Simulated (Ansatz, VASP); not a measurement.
## Two plane-wave programs on AlO2

```
Al O
1.0
     2.74809    0.00000    0.00000
     0.00000    2.74809    0.00000
     0.00000    0.00000    3.68839
Al O
1 2
Direct
  0.00000 0.00000 0.50000
  0.00000 0.00000 0.00000
  0.50000 0.50000 0.50000
```

Alike in both runs: functional PBE; k mesh 6 × 6 × 6; occupations gaussian, width 0.1 eV; collinear spin.

Ansatz relaxed the structure, and its values are those at the end. VASP's run is a single point on that final structure, the one shown.

|  | VASP | Ansatz |
| --- | --- | --- |
| version | VASP 6.6.1 | Ansatz 0.2.0 |
| potentials or method | VASP PAW PBE potentials, release 64 (Al, O), cutoff 520 eV | scalar-relativistic, plane waves, PAW |
| valence electrons in the cell | 15 | 15 |

```tsv
	VASP	Ansatz	Ansatz less VASP
gap on the k mesh at the Fermi level (eV)	none	none	-
pressure (GPa)	-0.2	0.0	+0.24
net moment per atom (μB)	0.33	0.33	0.000
size of the moment on the site where the two differ most (μB)	0.69	0.70	+0.009
```

Site moments also hang on the region over which each program counts them. A gap of «none» marks a metal or a gap that the smearing closes.

The k mesh is coarse, so the values compare programs but aren't converged.
